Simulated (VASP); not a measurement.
# ZrH2 (Fm-3m) in VASP: single point with PBEsol

Aim: the single point of ZrH2 with PBEsol.

Everything below comes from runs of VASP 6.6.1. Logs are shortened: lines on timing, memory, paths and dates and some standing lists are left out, and cuts for length are marked.

**1. The cell of the first run**

It takes space group Fm-3m (No. 225, cubic). The conventional cell has a = 4.795 Å, b = 4.795 Å, c = 4.795 Å, α = 90.00°, β = 90.00°, γ = 90.00°. Zr (site symmetry m-3m) has 8 H at 2.08 Å within 2.7 Å. H (site symmetry -43m) has 4 Zr at 2.08 Å and 6 H at 2.40 Å within 2.7 Å.

**2. Single point, PBEsol (volume scaled by 1.020)**

Contents of INCAR:

```
SYSTEM = ZrH2
PREC = Accurate
ENCUT = 520
EDIFF = 1E-6
ISMEAR = 0
SIGMA = 0.05
LREAL = .False.
LASPH = .True.
NELM = 100
ALGO = Normal
ISIF = 2
LWAVE = .False.
LCHARG = .True.
GGA = PS
LELF = .True.
LVHAR = .True.
NBANDS = 14
```

Contents of KPOINTS:

```
Automatic mesh
0
Gamma
  10 10 10
  0 0 0
```

Contents of POSCAR:

```
ZrH2
1.0
    0.0000000000      2.3976377971      2.3976377971
    2.3976377971      0.0000000000      2.3976377971
    2.3976377971      2.3976377971      0.0000000000
Zr H
1 2
Direct
    0.0000000000      0.0000000000      0.0000000000
    0.2500000000      0.2500000000      0.2500000000
    0.7500000000      0.7500000000      0.7500000000
```

Potentials or basis: VASP PAW PBE potentials, release 64 (Zr_sv, H).

On the command line:

```console
$ cat potpaw_PBE.64/Zr_sv/POTCAR potpaw_PBE.64/H/POTCAR > POTCAR
$ mpirun -np 1 vasp_std > vasp.out
```

OUTCAR:

```text
SYSTEM = ZrH2
   PREC = Accurate
   ENCUT = 520
   EDIFF = 1E-6
   ISMEAR = 0
   LREAL = .False.
   LASPH = .True.
   NELM = 100
   ISIF = 2
   GGA = PS

 ion  position               nearest neighbor table
   1  0.000  0.000  0.000-   3 2.08   3 2.08   3 2.08   2 2.08   3 2.08   2 2.08   2 2.08   2 2.08

   2  0.250  0.250  0.250-   1 2.08   1 2.08   1 2.08   1 2.08
   3  0.750  0.750  0.750-   1 2.08   1 2.08   1 2.08   1 2.08

  LATTYP: Found a face centered cubic cell.
 ALAT       =     4.7952755942

  Lattice vectors:

 A1 = (   0.0000000000,   2.3976377971,   2.3976377971)
 A2 = (   2.3976377971,   0.0000000000,   2.3976377971)
 A3 = (   2.3976377971,   2.3976377971,   0.0000000000)

Analysis of symmetry for initial positions (statically):
=====================================================================
 Subroutine PRICEL returns:
 Original cell was already a primitive cell.

 Routine SETGRP: Setting up the symmetry group for a
 face centered cubic supercell.

 Subroutine GETGRP returns: Found 48 space group operations
 (whereof 48 operations were pure point group operations)
 out of a pool of 48 trial point group operations.

The static configuration has the point symmetry O_h .

Analysis of symmetry for dynamics (positions and initial velocities):
=====================================================================
 Subroutine PRICEL returns:
 Original cell was already a primitive cell.

 Routine SETGRP: Setting up the symmetry group for a
 face centered cubic supercell.

 Subroutine GETGRP returns: Found 48 space group operations
 (whereof 48 operations were pure point group operations)
 out of a pool of 48 trial point group operations.

The dynamic configuration has the point symmetry O_h .

 Subroutine INISYM returns: Found 48 space group operations
 (whereof 48 operations are pure point group operations),
 and found     1 'primitive' translations

----------------------------------------------------------------------------------------

                                     Primitive cell

  volume of cell :      27.5664

  direct lattice vectors                    reciprocal lattice vectors
     0.000000000  2.397637797  2.397637797    -0.208538588  0.208538588  0.208538588
     2.397637797  0.000000000  2.397637797     0.208538588 -0.208538588  0.208538588
     2.397637797  2.397637797  0.000000000     0.208538588  0.208538588 -0.208538588

  length of vectors
     3.390771890  3.390771890  3.390771890     0.361199429  0.361199429  0.361199429

  position of ions in fractional coordinates (direct lattice)
     0.000000000  0.000000000  0.000000000
     0.250000000  0.250000000  0.250000000
     0.750000000  0.750000000  0.750000000

  ion indices of the primitive-cell ions
   primitive index   ion index
                 1           1
                 2           2
                 3           3

----------------------------------------------------------------------------------------

 KPOINTS: Automatic mesh

Automatic generation of k-mesh.
 Grid dimensions read from file:
 generate k-points for:   10   10   10

 Generating k-lattice:

  Cartesian coordinates                     Fractional coordinates (reciprocal lattice)
    -0.020853859  0.020853859  0.020853859     0.100000000  0.000000000  0.000000000
     0.020853859 -0.020853859  0.020853859     0.000000000  0.100000000  0.000000000
     0.020853859  0.020853859 -0.020853859     0.000000000  0.000000000  0.100000000

  Length of vectors
     0.036119943  0.036119943  0.036119943

  Shift w.r.t. Gamma in fractional coordinates (k-lattice)
     0.000000000  0.000000000  0.000000000

 Subroutine IBZKPT returns following result:
 ===========================================

 Found     47 irreducible k-points:

 Following reciprocal coordinates:
            Coordinates               Weight
  0.000000  0.000000  0.000000      1.000000
  0.100000  0.000000  0.000000      8.000000
  0.200000  0.000000  0.000000      8.000000
  0.300000  0.000000  0.000000      8.000000
  0.400000  0.000000  0.000000      8.000000
  0.500000  0.000000  0.000000      4.000000
[... 16 lines left out ...]
  0.300000  0.300000  0.000000      6.000000
  0.400000  0.300000  0.000000     24.000000
 [... further k-points ...]
   k-points           NKPTS =     47   k-points in BZ     NKDIM =     47   number of bands    NBANDS=     14
   number of dos      NEDOS =    301   number of ions     NIONS =      3
   total plane-waves  NPLWV =  21952
   dimension x,y,z NGX =    28 NGY =   28 NGZ =   28
   dimension x,y,z NGXF=    56 NGYF=   56 NGZF=   56
   ions per type =               1   2
   NGX,Y,Z   is equivalent  to a cutoff of  13.73, 13.73, 13.73 a.u.
   NGXF,Y,Z  is equivalent  to a cutoff of  27.46, 27.46, 27.46 a.u.
 SYSTEM =  ZrH2
   PREC   = accura    normal or accurate (medium, high low for compatibility)
   ISTART =      0    job   : 0-new  1-cont  2-samecut
   ICHARG =      2    charge: 1-file 2-atom 10-const
   ISPIN  =      1    spin polarized calculation?
   LNONCOLLINEAR =      F non collinear calculations
   LSORBIT =      F    spin-orbit coupling
   LASPH  =      T    aspherical Exc in radial PAW
   ENCUT  =  520.0 eV  38.22 Ry    6.18 a.u.   6.30  6.30  6.30*2*pi/ulx,y,z
   NELM   =    100;   NELMIN=  2; NELMDL= -5     # of ELM steps
   EDIFF  = 0.1E-05   stopping-criterion for ELM
   LREAL  =      F    real-space projection
   EDIFFG = 0.1E-04   stopping-criterion for IOM
   NSW    =      0    number of steps for IOM
   IBRION =     -1    ionic relax: 0-MD 1-quasi-New 2-CG
   NFREE  =      0    steps in history (QN), initial steepest desc. (CG)
   ISIF   =      2    stress and relaxation
   ISYM   =      2    0-nonsym 1-usesym 2-fastsym
   POTIM  = 0.5000    time-step for ionic-motion
   TEBEG  =    0.0;   TEEND  =   0.0 temperature during run
   PSTRESS=    0.0 pullay stress
   NELECT =      14.0000    total number of electrons
   NUPDOWN=      -1.0000    fix difference up-down
   EMIN   =  10.00;   EMAX   =-10.00  energy-range for DOS
   EFERMI =   0.00;   METHOD = LEGACY
   ISMEAR =     0;   SIGMA  =   0.05  broadening in eV -4-tet -1-fermi 0-gaus
   EFERMI_NEDOS =   21; number of points for ismear=-14 and -15
   IALGO  =     38    algorithm
   IMIX   =      4    mixing-type and parameters
     AMIX     =   0.40;   BMIX     =  1.00
     AMIX_MAG =   1.60;   BMIX_MAG =  1.00
  volume/ion in A,a.u.               =       9.19        62.01
  Fermi-wavevector in a.u.,A,eV,Ry     =   1.306143  2.468252 23.211655  1.706009
  Thomas-Fermi vector in A             =   2.436964
   LORBIT       =      0    0 simple, 1 ext, 2 COOP (PROOUT), +10 PAW based schemes
   GGA     = PS    functional components
   LHFCALC =     F    Hartree Fock is set to
   AEXX    =    0.0000 exact exchange contribution
   IVDW    =     0    specifies the selected vdW correction
   LEPSILON=     F    determine dielectric tensor
   LRPA    =     F    only Hartree local field effects (RPA)
 non-spin polarized calculation
 Gauss-broadening in eV      SIGMA  =   0.05
  energy-cutoff  :      520.00
  volume of cell :       27.57
 maximum number of plane-waves:       757
 NGX is ok and might be reduce to    28
   NGX = 13   NGY = 13   NGZ = 13

 number of electron      14.0000000 magnetization

 Free energy of the ion-electron system (eV)
  ---------------------------------------------------
  ext. energy  EPLUGINS =         0.00000000
  ---------------------------------------------------
  free energy    TOTEN  =       -17.57664273 eV

  energy without entropy =      -17.57419413  energy(sigma->0) =      -17.57541843

 E-fermi :   8.4077     XC(G=0): -11.3345

 val. band max:        8.3606402444   @ k =  -0.1000   0.1000   0.0000
 cond. band min:       8.4080248318   @ k =  -0.1000   0.1000   0.0000
 fundamental gap:      0.0473845874
 Fermi energy:         8.4076948957

 k-point     1 :       0.0000    0.0000    0.0000
  band No.  band energies     occupation
      1     -40.7232      2.00000
      2     -18.4988      2.00000
      3     -18.4988      2.00000
      4     -18.4988      2.00000
      5      -1.2364      2.00000
      6       7.1473      2.00000
      7       8.0711      2.00000
      8       8.0711      2.00000
      9       8.0711      2.00000
     10      10.6989      0.00000
     11      10.6989      0.00000
     12      19.3708      0.00000
     13      20.6963      0.00000
     14      20.6963      0.00000

 k-point     2 :       0.1000    0.0000    0.0000
  band No.  band energies     occupation
      1     -40.7155      2.00000
      2     -18.5685      2.00000
      3     -18.5070      2.00000
      4     -18.5070      2.00000
      5      -0.9869      2.00000
      6       5.8038      2.00000
      7       8.1992      2.00000
      8       8.1992      2.00000
      9       9.7216      0.00000
     10      10.5786      0.00000
     11      10.5786      0.00000
     12      17.9061      0.00000
     13      21.2267      0.00000
     14      21.2267      0.00000

 k-point     3 :       0.2000    0.0000    0.0000
  band No.  band energies     occupation
      1     -40.6953      2.00000
      2     -18.7468      2.00000
      3     -18.5284      2.00000
      4     -18.5284      2.00000
      5      -0.3263      2.00000
      6       4.5184      2.00000
      7       8.4381      0.38958
      8       8.4381      0.38958
      9      10.4754      0.00000
     10      10.4754      0.00000
     11      11.7879      0.00000
     12      16.5516      0.00000
     13      21.5573      0.00000
     14      22.6440      0.00000
[... 324 lines left out ...]
 k-point    23 :       0.3000    0.3000    0.0000
  band No.  band energies     occupation
      1     -40.6528      2.00000
      2     -18.9555      2.00000
      3     -18.6477      2.00000
      4     -18.6477      2.00000
      5       1.3982      2.00000
      6       2.7799      2.00000
      7       7.2976      2.00000
      8       9.9650      0.00000
      9       9.9650      0.00000
     10      11.6471      0.00000
     11      15.3286      0.00000
     12      17.7824      0.00000
     13      18.9002      0.00000
     14      18.9002      0.00000

 k-point    24 :       0.4000    0.3000    0.0000
  band No.  band energies     occupation
      1     -40.6367      2.00000
      2     -19.0449      2.00000
      3     -18.6973      2.00000
      4     -18.6731      2.00000
      5       2.1304      2.00000
      6       2.4654      2.00000
      7       6.5885      2.00000
      8      10.2936      0.00000
      9      10.8301      0.00000
     10      12.0461      0.00000
     11      16.1763      0.00000
     12      17.0822      0.00000
     13      17.8370      0.00000
     14      17.8436      0.00000

 [... further k-points ...]

------------------------ aborting loop because EDIFF is reached ----------------------------------------

  FORCE on cell =-STRESS in cart. coord.  units (eV):
  Direction    XX          YY          ZZ          XY          YZ          ZX
  --------------------------------------------------------------------------------------
  -------------------------------------------------------------------------------------
  Total       -0.4771627     -0.4771627     -0.4771627      0.0000000      0.0000000      0.0000000
  in kB      -27.7329654    -27.7329654    -27.7329654      0.0000000      0.0000000      0.0000000
  external PRESSURE =     -27.7329654 kB  Pullay stress =       0.0000000 kB

 VOLUME and BASIS-vectors are now :
 -----------------------------------------------------------------------------
  energy-cutoff  :      520.00
  volume of cell :       27.57
      direct lattice vectors                 reciprocal lattice vectors
     0.000000000  2.397637797  2.397637797    -0.208538588  0.208538588  0.208538588
     2.397637797  0.000000000  2.397637797     0.208538588 -0.208538588  0.208538588
     2.397637797  2.397637797  0.000000000     0.208538588  0.208538588 -0.208538588

 POSITION                                       TOTAL-FORCE (eV/Angst)
 -----------------------------------------------------------------------------------
      0.00000      0.00000      0.00000         0.000000     -0.000000     -0.000000
      1.19882      1.19882      1.19882        -0.000000      0.000000     -0.000000
      3.59646      3.59646      3.59646        -0.000000      0.000000      0.000000
 -----------------------------------------------------------------------------------
    total drift:                               -0.000000     -0.000000      0.000000

  FREE ENERGIE OF THE ION-ELECTRON SYSTEM (eV)
  ---------------------------------------------------
  free  energy   TOTEN  =       -17.5766427344 eV

  energy  without entropy=      -17.5741941268  energy(sigma->0) =      -17.57541843
```

It took 15 s on 1 thread of AMD EPYC 9R45 (Zen 5), shared host; peak memory 0.13 GiB.

What came out:

| Property | Result |
| --- | --- |
| Free energy | -17.5766 eV |
| Pressure | -2.8 GPa |
| Band gap on the k mesh | zero (band 7 reaches 8.87 eV, above the bottom of band 8 at 8.07 eV) |

Caveat: the PAW data sets were made with another functional, which shifts forces and pressure a little.
